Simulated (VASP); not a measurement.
Set up this calculation in VASP 6.6.1, as the native input.

```
Task                   : single point
Functional             : PBE
Dispersion             : D3(BJ)
Potentials or basis    : VASP PAW PBE potentials, release 64 (O_h, C_h, H_h)
Cutoff                 : 1000 eV
k mesh                 : 1 × 1 × 1
Occupations            : fermi-dirac, width 0.02 eV
Spin                   : no spin polarisation
Dipole correction      : no
Further INCAR settings : LREAL = Auto; ALGO = Normal; EDIFF = 1e-06; NBANDS = 57
```

The structure of H6C3O lies in POSCAR:

```
H6C3O
1.0
    7.5419870000      0.0000000000      0.0000000000
    0.0000000000      7.5419870000      0.0000000000
    0.0000000000      0.0000000000      7.5419870000
O C H
3 9 18
Direct
   -0.0287589995      0.9320620680      0.7311203268
    0.2288786761      0.4218914724      0.2385313048
    0.7441672864      0.6667341113      1.2098005473
   -0.0246088995      0.8041779971      0.6411572971
    0.2972956596      0.2729652013      0.2205386989
    0.7174104119      0.6559942360      1.0515796434
    0.6498552702      0.2269826241      0.5057420544
    0.6793567796      0.1710159405      0.3378685219
    0.4330291208      0.7112051506      0.7084472567
    0.4440076601      0.7000277248      0.5321409332
    0.1110184889      0.3628884537      0.8125710108
    0.1714402319      0.3381337040      0.6447239965
   -0.0552109146      0.7976412582      0.4953734341
   -0.0085388638      0.6624779385      0.6919661888
    0.3327372482      0.2127556041      0.3474548551
    0.3415943305      0.2055161326      0.0953992628
    0.7569490640      0.7604229495      0.9547351381
    0.6374845250      0.5487148148      0.9904021314
    0.6879751980      0.3542965534      0.5566702780
    0.5767047862      0.1529040026      0.6092558897
    0.7520564541      0.2406792799      0.2413952716
    0.6407197467      0.0484752891      0.2950416117
    0.5361982194      0.7865301279      0.7802983484
    0.3284943345      0.6509955533      0.7812264858
    0.5500539844      0.7619610058      0.4592821494
    0.3545219582      0.6137772446      0.4489798245
   -0.0265579880      0.3262800639      0.8527858772
    0.2001859722      0.4379084716      0.9076785733
    0.0900160661      0.3076510209      0.5291178571
    0.3117215662      0.3688948284      0.6012076128
```

One way to write it, as run:

INCAR

```
SYSTEM = H6C3O
PREC = Accurate ; ENCUT = 1000
EDIFF = 1E-6 ; ISMEAR = -1
SIGMA = 0.02 ; LREAL = Auto
LASPH = .TRUE. ; NELM = 120
ALGO = Normal ; ISIF = 2
LWAVE = .FALSE. ; LCHARG = .TRUE.
GGA = PE ; IVDW = 12
LELF = .TRUE. ; LVHAR = .TRUE.
NBANDS = 57 ; GGA_COMPAT = .FALSE.
```

KPOINTS

```
regular mesh
0
G
  1 1 1
  0 0 0
```

Potentials or basis: VASP PAW PBE potentials, release 64 (O_h, C_h, H_h).

The run is started by

```bash
$ cat potpaw_PBE.64/O_h/POTCAR potpaw_PBE.64/C_h/POTCAR potpaw_PBE.64/H_h/POTCAR > POTCAR
$ mpirun -np 1 vasp_gam > vasp.out
```

It gave:

| Quantity | Value |
| --- | --- |
| Pressure | -0.3 GPa |
| Largest force | 3.640 eV/Å |
| Dispersion energy per atom | -0.037 eV |

Caveat: the k points lie up to 0.83 Å⁻¹ apart, too coarse for converged energies, forces and pressures.

Run time: 92 s on 1 thread of Intel(R) Xeon(R) 6975P-C (Granite Rapids), on a shared host, peak memory 0.93 GiB.
